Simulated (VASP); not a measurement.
Crystal: V.

```
CELL_PARAMETERS angstrom
-1.51435 1.51435 1.51435
1.51435 -1.51435 1.51435
1.51435 1.51435 -1.51435
ATOMIC_POSITIONS crystal
V 0.00000 0.00000 0.00000
```

| Quantity | Value |
| --- | --- |
| Program | VASP 6.6.1 |
| Task | relaxation of cell and atoms |
| Functional | r2SCAN |
| Potentials or basis | VASP PAW PBE potentials, release 64 (V_sv) |
| Cutoff | 600 eV |
| k mesh | 10 × 10 × 10 |
| Occupations | gaussian, width 0.1 eV |
| Spin | collinear spin, ferromagnetic start |
| Starting moments | [0.27] μB |

At the start: pressure -7.2 GPa; volume 13.89 Å³/atom.

Task: How do energy, volume and symmetry change on relaxing?

Result: Over 3 steps the energy falls by 12.3 meV/atom and the volume is 13.37 Å³/atom (-3.7 %); space group Im-3m (No. 229, to 0.1 Å) before and after; moment 0.00 μB per cell.

The path:
| step | energy change (eV) | largest force (eV/Å) | pressure (GPa) | volume (Å³) |
| --- | --- | --- | --- | --- |
| 1 | 0.0000 | 0.0000 | -7.24 | 13.89 |
| 2 | 0.0126 | 0.0000 | 11.93 | 12.67 |
| 3 | -0.0123 | 0.0000 | -0.11 | 13.37 |

Final structure:
```yaml
crystal:
  lattice:
    - [-1.49522, 1.49522, 1.49522]
    - [1.49522, -1.49522, 1.49522]
    - [1.49522, 1.49522, -1.49522]
  atoms:
    - { symbol: V, position: [0.00000, 0.00000, 0.00000] }
```

Caveat: the PAW data sets were made with another functional, which shifts forces and pressure a little.
